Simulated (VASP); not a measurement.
A run of VASP 6.6.1 is set up as follows.

The input INCAR:

```
SYSTEM = Co
PREC = Accurate
ENCUT = 520
EDIFF = 1E-6
ISMEAR = -1
SIGMA = 0.05
LREAL = .FALSE.
LASPH = .TRUE.
NELM = 150
ALGO = Normal
ISIF = 2
LWAVE = .FALSE.
LCHARG = .TRUE.
ISPIN = 2
MAGMOM = 2 2
LORBIT = 11
LMAXMIX = 4
GGA = RP
LELF = .TRUE.
LVHAR = .TRUE.
NBANDS = 20
```

The input KPOINTS:

```
regular mesh
0
G
  12 12 7
  0 0 0
```

The input POSCAR:

```
Co
1.0
    2.5202293824      0.0000000000      0.0000000000
   -1.2601146912      2.1825826685      0.0000000000
    0.0000000000      0.0000000000      4.0673543094
Co
2
Direct
    0.3333333333      0.6666666667      0.7499410293
    0.6666666667      0.3333333333      0.2500589707
```

Potentials or basis: VASP PAW PBE potentials, release 64 (Co).

The run is started by

```sh
$ cat potpaw_PBE.64/Co/POTCAR > POTCAR
$ mpirun -np 1 vasp_std > vasp.out
```

Question: What does it give for the pressure?

Answer: -0.5 GPa.

Question: Predict the site moments.

Answer: Co +1.68 μB.

Question: Predict the net moment.

Answer: 3.31 μB per cell.

Stress tensor (GPa, compression positive):
```
-0.40  0.00  0.00
 0.00 -0.40  0.00
 0.00  0.00 -0.64
```

Caveat: the PAW data sets were made with another functional, which shifts forces and pressure a little.
